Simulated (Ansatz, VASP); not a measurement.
## SnF4: VASP beside Ansatz

INCAR

```
SYSTEM = SnF4
PREC = Accurate ; ENCUT = 520
EDIFF = 1E-8 ; ISMEAR = -1
SIGMA = 0.02 ; LREAL = .False.
LASPH = .True. ; NELM = 120
ALGO = Normal ; ISIF = 2
LWAVE = .False. ; LCHARG = .False.
GGA = PS ; LEFG = .True.
NBANDS = 29 ; GGA_COMPAT = .False.
```

File KPOINTS:

```
Automatic mesh
0
Gamma
  8 8 8
  0 0 0
```

The input POSCAR:

```
SnF4
1.0
   -2.0250000000      2.0250000000      3.9650000000
    2.0250000000     -2.0250000000      3.9650000000
    2.0250000000      2.0250000000     -3.9650000000
Sn F
1 4
Direct
    0.0000000000      0.0000000000      0.0000000000
    0.2385150569      0.2385150569      0.0000000000
    0.7614849431      0.7614849431      0.0000000000
    0.5000000000      0.0000000000      0.5000000000
    0.0000000000      0.5000000000      0.5000000000
```

Input for Ansatz:

```yaml
crystal:
  lattice:
    - [-2.025, 2.025, 3.965]
    - [2.025, -2.025, 3.965]
    - [2.025, 2.025, -3.965]
  atoms:
    - { symbol: Sn, position: [0.0, 0.0, 0.0] }
    - { symbol: F, position: [0.2385150569, 0.2385150569, 0.0] }
    - { symbol: F, position: [0.7614849431, 0.7614849431, 0.0] }
    - { symbol: F, position: [0.5, 0.0, 0.5] }
    - { symbol: F, position: [0.0, 0.5, 0.5] }
kpoints:
  mp_grid: { grid: [8, 8, 8] }
scf:
  occupations: { method: fermi_dirac, width: 0.02 }
hamiltonian:
  xc: pbesol
  pseudopotentials: { kind: all_electron, datasets: crystal }
output:
  forces: true
  stress: true
  populations: false
  efg: { quadrupole_moments_barn: { Sn: -0.132 }, contact_densities: true }
```

Alike in both runs: task electric field gradients; functional PBEsol; k mesh 8 × 8 × 8; occupations fermi-dirac, width 0.02 eV; no spin polarisation.

```csv
,VASP,Ansatz
version,VASP 6.6.1,Ansatz 0.2.0
potentials or method,"VASP PAW PBE potentials, release 64 (Sn_d, F), cutoff 520 eV","all-electron PAW with datasets made for the crystal, scalar-relativistic"
```

Ansatz gave:

| Property | Result |
| --- | --- |
| pressure (GPa) | 3.0 |
| traceless stress, the component that is largest in VASP (GPa) | -1.96 |
| rms of the force components (eV/Å) | 0.007 |
| size of Vzz on the site where it differs most (V/Å²) | 252.3 |

Question: Which values does VASP return?

Answer: Pressure (GPa): 3.7; traceless stress, the component that is largest in VASP (GPa): -1.30; rms of the force components (eV/Å): 0.080; size of Vzz on the site where it differs most (V/Å²): 238.3.

VASP's potentials were made for PBE, not for PBEsol. Atom by atom the forces differ by 0.072 eV/Å (rms over components). Ansatz ran all-electron here, and VASP with PAW potentials.
